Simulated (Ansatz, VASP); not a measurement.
**Two plane-wave programs on Si**

```xyz
1
Lattice="-1.5781 1.5781 1.3599 1.5781 -1.5781 1.3599 1.5781 1.5781 -1.3599" Properties=species:S:1:pos:R:3 pbc="T T T"
Si    0.0000    0.0000    0.0000
```

Change from the starting cell: strain -0.030 along x and y, +0.030 along z, atoms carried along.

Alike in both runs: task single point; functional r2SCAN; k mesh 22 × 22 × 22; occupations gaussian, width 0.15 eV; no spin polarisation.

|  | VASP | Ansatz |
| --- | --- | --- |
| version | VASP 6.6.1 | Ansatz 0.2.0 |
| potentials or method | VASP PAW PBE potentials, release 64 (Si), cutoff 520 eV | scalar-relativistic, plane waves, PAW |
| valence electrons in the cell | 4 | 4 |

```csv
,VASP,Ansatz,Ansatz less VASP
gap on the k mesh at the Fermi level (eV),none,none,-
pressure (GPa),3.3,3.2,-0.06
"traceless stress, the component that is largest in VASP (GPa)",-3.69,-3.67,+0.017
```

VASP's potentials were made for PBE, not for r2SCAN. A gap of «none» marks a metal or a gap that the smearing closes.
